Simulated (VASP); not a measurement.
# Zn4SeO3 (P6_3mc) in VASP: single point with PBE

Aim: the single point of Zn4SeO3 with PBE.

All numbers are computed with VASP 6.6.1; they aren't measurements. Logs are shortened: lines on timing, memory, paths and dates and some standing lists are left out, and cuts for length are marked.

### 1 The cell of the first run

The structure is hexagonal, space group P6_3mc (No. 186). Conventional cell: a = 6.936 Å, b = 6.936 Å, c = 5.606 Å, α = 90.00°, β = 90.00°, γ = 120.00°. Within 2.8 Å of Zn (site symmetry 3m) lie 3 O at 2.10 Å and 1 Se at 2.46 Å. Zn (site symmetry m) has 3 O at 2.00 to 2.02 Å and 1 Se at 2.39 Å within 2.7 Å. Within 3.2 Å of Se (site symmetry 3m) lie 5 Zn at 2.39 to 3.15 Å. Within 2.7 Å of O (site symmetry m) lie 4 Zn at 2.00 to 2.10 Å.

### 2 Single point, PBE

INCAR

```
SYSTEM = Zn4SeO3
PREC     = Accurate       ! precision mode
ENCUT    = 520            ! plane-wave cutoff, eV
EDIFF    = 1E-7           ! SCF threshold, eV
ISMEAR   = 0              ! smearing method
SIGMA    = 0.1            ! smearing width, eV
LREAL    = Auto         
LASPH    = .True.         ! aspherical terms in the spheres
NELM     = 60             ! most SCF steps
ALGO     = Normal         ! electronic algorithm
ISIF     = 2              ! what is computed and relaxed
LWAVE    = .False.        ! write WAVECAR
LCHARG   = .True.         ! write CHGCAR
GGA      = PE             ! functional
LELF     = .True.         ! ELF
LVHAR    = .True.       
NBANDS   = 86             ! bands
```

KPOINTS

```
Automatic mesh
0
Gamma
  4 3 3
  0 0 0
```

POSCAR

```
Zn4SeO3
1.0
    0.0000000000      0.0000000000      5.6061790820
    6.9361549347      0.0000000000      0.0000000000
   -3.4680774674      6.0068863781      0.0000000000
Zn Se O
8 2 6
Direct
    0.4489065200      0.3333333333      0.6666666667
    0.3589739103      0.2945506241      0.1472753121
    0.3589739103      0.8527246879      0.7054493759
    0.3589739103      0.8527246879      0.1472753121
    0.9489065200      0.6666666667      0.3333333333
    0.8589739103      0.1472753121      0.2945506241
    0.8589739103      0.7054493759      0.8527246879
    0.8589739103      0.1472753121      0.8527246879
    0.5105638169      0.6666666667      0.3333333333
    0.0105638169      0.3333333333      0.6666666667
    0.5028693107      0.1601664065      0.3203328131
    0.5028693107      0.1601664065      0.8398335935
    0.5028693107      0.6796671869      0.8398335935
    0.0028693107      0.3203328131      0.1601664065
    0.0028693107      0.8398335935      0.6796671869
    0.0028693107      0.8398335935      0.1601664065
```

Potentials or basis: VASP PAW PBE potentials, release 64 (Zn, Se, O).

Command:

```sh
> cat potpaw_PBE.64/Zn/POTCAR potpaw_PBE.64/Se/POTCAR potpaw_PBE.64/O/POTCAR > POTCAR
> mpirun -np 1 vasp_std > vasp.out
```

OUTCAR:

```text
SYSTEM = Zn4SeO3
   PREC = Accurate
   ENCUT = 520
   EDIFF = 1E-7
   ISMEAR = 0
   LREAL = Auto
   LASPH = .True.
   NELM = 60
   ISIF = 2
   GGA = PE

 ion  position               nearest neighbor table
   1  0.449  0.333  0.667-  13 2.10  12 2.10  11 2.10  10 2.46
   2  0.359  0.295  0.147-  14 2.00  11 2.02  12 2.02   9 2.39
   3  0.359  0.853  0.705-  15 2.00  12 2.02  13 2.02   9 2.39
   4  0.359  0.853  0.147-  16 2.00  11 2.02  13 2.02   9 2.39
   5  0.949  0.667  0.333-  14 2.10  16 2.10  15 2.10   9 2.46
   6  0.859  0.147  0.295-  11 2.00  16 2.02  14 2.02  10 2.39
[... 8 lines left out ...]
  15  0.003  0.840  0.680-   3 2.00   8 2.02   7 2.02   5 2.10
  16  0.003  0.840  0.160-   4 2.00   6 2.02   7 2.02   5 2.10

  LATTYP: Found a hexagonal cell.
 ALAT       =     6.9361549347
 C/A-ratio  =     0.8082545928

  Lattice vectors:

 A1 = (   6.9361549347,   0.0000000000,   0.0000000000)
 A2 = (  -3.4680774674,   6.0068863781,   0.0000000000)
 A3 = (   0.0000000000,   0.0000000000,   5.6061790820)

Analysis of symmetry for initial positions (statically):
=====================================================================
 Subroutine PRICEL returns:
 Original cell was already a primitive cell.

 Routine SETGRP: Setting up the symmetry group for a
 hexagonal supercell.

 Subroutine GETGRP returns: Found 12 space group operations
 (whereof  6 operations were pure point group operations)
 out of a pool of 24 trial point group operations.

The static configuration has the point symmetry C_3v.
 The point group associated with its full space group is C_6v.

Analysis of symmetry for dynamics (positions and initial velocities):
=====================================================================
 Subroutine PRICEL returns:
 Original cell was already a primitive cell.

 Routine SETGRP: Setting up the symmetry group for a
 hexagonal supercell.

 Subroutine GETGRP returns: Found 12 space group operations
 (whereof  6 operations were pure point group operations)
 out of a pool of 24 trial point group operations.

The dynamic configuration has the point symmetry C_3v.
 The point group associated with its full space group is C_6v.

 Subroutine INISYM returns: Found 12 space group operations
 (whereof  6 operations are pure point group operations),
 and found     1 'primitive' translations

----------------------------------------------------------------------------------------

                                     Primitive cell

  volume of cell :     233.5797

  direct lattice vectors                    reciprocal lattice vectors
     0.000000000  0.000000000  5.606179082     0.000000000  0.000000000  0.178374609
     6.936154935  0.000000000  0.000000000     0.144172097  0.083237799  0.000000000
    -3.468077467  6.006886378  0.000000000     0.000000000  0.166475598  0.000000000

  length of vectors
     5.606179082  6.936154935  6.936154935     0.178374609  0.166475598  0.166475598

  position of ions in fractional coordinates (direct lattice)
     0.448906520  0.333333333  0.666666667
     0.358973910  0.294550624  0.147275312
     0.358973910  0.852724688  0.705449376
     0.358973910  0.852724688  0.147275312
     0.948906520  0.666666667  0.333333333
     0.858973910  0.147275312  0.294550624
[... 8 lines left out ...]
     0.002869311  0.839833594  0.679667187
     0.002869311  0.839833594  0.160166406

  ion indices of the primitive-cell ions
   primitive index   ion index
                 1           1
                 2           2
                 3           3
                 4           4
                 5           5
                 6           6
[... 8 lines left out ...]
                15          15
                16          16

----------------------------------------------------------------------------------------

 KPOINTS: Automatic mesh

Automatic generation of k-mesh.
 Grid dimensions read from file:
 generate k-points for:    4    3    3

 Generating k-lattice:

  Cartesian coordinates                     Fractional coordinates (reciprocal lattice)
     0.000000000  0.000000000  0.044593652     0.250000000  0.000000000  0.000000000
     0.048057366  0.027745933  0.000000000     0.000000000  0.333333333 -0.000000000
     0.000000000  0.055491866  0.000000000     0.000000000  0.000000000  0.333333333

  Length of vectors
     0.044593652  0.055491866  0.055491866

  Shift w.r.t. Gamma in fractional coordinates (k-lattice)
     0.000000000  0.000000000  0.000000000

 Subroutine IBZKPT returns following result:
 ===========================================

 Found      9 irreducible k-points:

 Following reciprocal coordinates:
            Coordinates               Weight
  0.000000  0.000000  0.000000      1.000000
  0.250000  0.000000  0.000000      2.000000
  0.500000  0.000000  0.000000      1.000000
  0.000000  0.333333 -0.000000      6.000000
  0.250000  0.333333 -0.000000     12.000000
  0.500000  0.333333 -0.000000      6.000000
  0.000000  0.333333  0.333333      2.000000
  0.250000  0.333333  0.333333      4.000000
  0.500000  0.333333  0.333333      2.000000
   k-points           NKPTS =      9   k-points in BZ     NKDIM =      9   number of bands    NBANDS=     86
   number of dos      NEDOS =    301   number of ions     NIONS =     16
   total plane-waves  NPLWV = 122472
   dimension x,y,z NGX =    42 NGY =   54 NGZ =   54
   dimension x,y,z NGXF=    84 NGYF=  108 NGZF=  108
   ions per type =               8   2   6
   NGX,Y,Z   is equivalent  to a cutoff of  12.45, 12.94, 12.94 a.u.
   NGXF,Y,Z  is equivalent  to a cutoff of  24.91, 25.89, 25.89 a.u.
 SYSTEM =  Zn4SeO3
   PREC   = accura    normal or accurate (medium, high low for compatibility)
   ISTART =      0    job   : 0-new  1-cont  2-samecut
   ICHARG =      2    charge: 1-file 2-atom 10-const
   ISPIN  =      1    spin polarized calculation?
   LNONCOLLINEAR =      F non collinear calculations
   LSORBIT =      F    spin-orbit coupling
   LASPH  =      T    aspherical Exc in radial PAW
   ENCUT  =  520.0 eV  38.22 Ry    6.18 a.u.  10.42 12.90 12.90*2*pi/ulx,y,z
   NELM   =     60;   NELMIN=  2; NELMDL= -5     # of ELM steps
   EDIFF  = 0.1E-06   stopping-criterion for ELM
   LREAL  =      T    real-space projection
   EDIFFG = 0.1E-05   stopping-criterion for IOM
   NSW    =      0    number of steps for IOM
   IBRION =     -1    ionic relax: 0-MD 1-quasi-New 2-CG
   NFREE  =      0    steps in history (QN), initial steepest desc. (CG)
   ISIF   =      2    stress and relaxation
   ISYM   =      2    0-nonsym 1-usesym 2-fastsym
   POTIM  = 0.5000    time-step for ionic-motion
   TEBEG  =    0.0;   TEEND  =   0.0 temperature during run
   PSTRESS=    0.0 pullay stress
   NELECT =     144.0000    total number of electrons
   NUPDOWN=      -1.0000    fix difference up-down
   EMIN   =  10.00;   EMAX   =-10.00  energy-range for DOS
   EFERMI =   0.00;   METHOD = LEGACY
   ISMEAR =     0;   SIGMA  =   0.10  broadening in eV -4-tet -1-fermi 0-gaus
   EFERMI_NEDOS =   21; number of points for ismear=-14 and -15
   IALGO  =     38    algorithm
   IMIX   =      4    mixing-type and parameters
     AMIX     =   0.40;   BMIX     =  1.00
     AMIX_MAG =   1.60;   BMIX_MAG =  1.00
  volume/ion in A,a.u.               =      14.60        98.52
  Fermi-wavevector in a.u.,A,eV,Ry     =   1.393319  2.632991 26.413510  1.941338
  Thomas-Fermi vector in A             =   2.516977
   LORBIT       =      0    0 simple, 1 ext, 2 COOP (PROOUT), +10 PAW based schemes
   GGA     = PE    functional components
   LHFCALC =     F    Hartree Fock is set to
   AEXX    =    0.0000 exact exchange contribution
   IVDW    =     0    specifies the selected vdW correction
   LEPSILON=     F    determine dielectric tensor
   LRPA    =     F    only Hartree local field effects (RPA)
 non-spin polarized calculation
 Gauss-broadening in eV      SIGMA  =   0.10
  energy-cutoff  :      520.00
  volume of cell :      233.58
 maximum number of plane-waves:      6306
 NGX is ok and might be reduce to    42
   NGX = 21   NGY = 25   NGZ = 25

 number of electron     144.0000096 magnetization

 Free energy of the ion-electron system (eV)
  ---------------------------------------------------
  ext. energy  EPLUGINS =         0.00000000
  ---------------------------------------------------
  free energy    TOTEN  =       -64.22716874 eV

  energy without entropy =      -64.22716778  energy(sigma->0) =      -64.22716826

 E-fermi :   1.6171     XC(G=0): -10.3650

 val. band max:        1.3197599590   @ k =   0.0000   0.0000   0.0000
 cond. band min:       1.9019533493   @ k =   0.0000   0.0000   0.0000
 fundamental gap:      0.5821933902
 Fermi energy:         1.6171068540

 k-point     1 :       0.0000    0.0000    0.0000
  band No.  band energies     occupation
      1     -16.3380      2.00000
      2     -15.9737      2.00000
      3     -15.9737      2.00000
      4     -15.9385      2.00000
      5     -15.8021      2.00000
      6     -15.8021      2.00000
[... 76 lines left out ...]
     83       7.5027      0.00000
     84       7.9090      0.00000

 k-point     2 :       0.2500    0.0000    0.0000
  band No.  band energies     occupation
      1     -16.2787      2.00000
      2     -15.9957      2.00000
      3     -15.9468      2.00000
      4     -15.9468      2.00000
      5     -15.8253      2.00000
      6     -15.8253      2.00000
[... 598 lines left out ...]
     83       8.5349      0.00000
     84       8.5349      0.00000

 k-point     9 :       0.5000    0.3333    0.3333
  band No.  band energies     occupation
      1     -16.0462      2.00000
      2     -16.0462      2.00000
      3     -15.9731      2.00000
      4     -15.9731      2.00000
      5     -15.8873      2.00000
      6     -15.8873      2.00000
[... 76 lines left out ...]
     83       8.2531      0.00000
     84       8.2531      0.00000
 [bands above 84 left out]

------------------------ aborting loop because EDIFF is reached ----------------------------------------

  FORCE on cell =-STRESS in cart. coord.  units (eV):
  Direction    XX          YY          ZZ          XY          YZ          ZX
  --------------------------------------------------------------------------------------
  -------------------------------------------------------------------------------------
  Total        0.8537658      0.8537658      1.0066158     -0.0000000      0.0000000      0.0000000
  in kB        5.8561769      5.8561769      6.9046100     -0.0000000      0.0000000      0.0000000
  external PRESSURE =       6.2056546 kB  Pullay stress =       0.0000000 kB

 VOLUME and BASIS-vectors are now :
 -----------------------------------------------------------------------------
  energy-cutoff  :      520.00
  volume of cell :      233.58
      direct lattice vectors                 reciprocal lattice vectors
     0.000000000  0.000000000  5.606179082     0.000000000  0.000000000  0.178374609
     6.936154935  0.000000000  0.000000000     0.144172097  0.083237799  0.000000000
    -3.468077467  6.006886378  0.000000000     0.000000000  0.166475598  0.000000000

 POSITION                                       TOTAL-FORCE (eV/Angst)
 -----------------------------------------------------------------------------------
     -0.00000      4.00459      2.51665         0.000000     -0.000000     -0.003791
      1.53229      0.88467      2.01247         0.021762      0.012564      0.005664
      3.46808      4.23755      2.01247         0.000000     -0.025129      0.005664
      5.40387      0.88467      2.01247        -0.021762      0.012564      0.005664
      3.46808      2.00230      5.31974         0.000000     -0.000000     -0.003791
      0.00000      1.76933      4.81556        -0.000000      0.025129      0.005664
[... 8 lines left out ...]
      3.46808      4.08268      0.01609         0.000000     -0.023214     -0.008459
      5.26975      0.96210      0.01609        -0.020104      0.011607     -0.008459
 -----------------------------------------------------------------------------------
    total drift:                               -0.000023      0.000045      0.023653

  FREE ENERGIE OF THE ION-ELECTRON SYSTEM (eV)
  ---------------------------------------------------
  free  energy   TOTEN  =       -64.2271687420 eV

  energy  without entropy=      -64.2271677798  energy(sigma->0) =      -64.22716826
```

Run time: 17 min. Hardware: 1 thread of Intel Xeon 8259CL, shared host; peak memory 0.41 GiB.

Results:

| Item | Value |
| --- | --- |
| Free energy | -64.2272 eV |
| Pressure | 0.6 GPa |
| Largest force | 0.026 eV/Å |
| Band gap on the k mesh | 0.58 eV |

Forces on the atoms (eV/Å):
```
Zn   0.000  0.000 -0.004
Zn   0.022  0.013  0.006
Zn   0.000 -0.025  0.006
Zn  -0.022  0.013  0.006
Zn   0.000  0.000 -0.004
Zn   0.000  0.025  0.006
Zn  -0.022 -0.013  0.006
Zn   0.022 -0.013  0.006
Se   0.000  0.000  0.012
Se   0.000  0.000  0.012
O    0.000  0.023 -0.008
O    0.020 -0.012 -0.008
O   -0.020 -0.012 -0.008
O    0.020  0.012 -0.008
O    0.000 -0.023 -0.008
O   -0.020  0.012 -0.008
```
